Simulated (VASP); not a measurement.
Input of a VASP 6.6.1 run:

Contents of INCAR:

```
ALGO = Normal ; EDIFF = 1E-6
ENCUT = 520 ; GGA = PE
ISIF = 2 ; ISMEAR = 0
LASPH = True ; LCHARG = False
LREAL = False ; LWAVE = False
NBANDS = 35 ; NELM = 80
PREC = Accurate ; SIGMA = 0.05
```

KPOINTS

```
k-points
0
Gamma
  6 6 6
```

File POSCAR:

```
Al2O3
1.0
    2.2623442438      1.3061650581      4.9389991301
   -2.2623442438      1.3061650581      4.9389991301
    0.0000000000     -2.6123301163      4.9389991301
Al O
4 6
Direct
    0.8635611633      0.8635611633      0.8635611633
    0.6364388367      0.6364388367      0.6364388367
    0.1364388367      0.1364388367      0.1364388367
    0.3635611633      0.3635611633      0.3635611633
    0.0561574040      0.4438425960      0.7500000000
    0.7500000000      0.0561574040      0.4438425960
    0.4438425960      0.7500000000      0.0561574040
    0.9438425960      0.5561574040      0.2500000000
    0.2500000000      0.9438425960      0.5561574040
    0.5561574040      0.2500000000      0.9438425960
```

Potentials or basis: VASP PAW PBE potentials, release 64 (Al, O).

Run with:

```sh
$ cat potpaw_PBE.64/Al/POTCAR potpaw_PBE.64/O/POTCAR > POTCAR
$ mpirun -np 1 vasp_std > vasp.out
```

(1) Predict the largest force.

(2) Predict the pressure.

(3) What does it give for the band gap on the k mesh?

Answers

(1) 2.091 eV/Å.

(2) 14.8 GPa.

(3) 4.37 eV.

Caveat: the stress differs along the axes, from -35 to 40 GPa; forces of over 1 eV/Å act on the atoms, so gaps and moduli don't describe the material at rest.
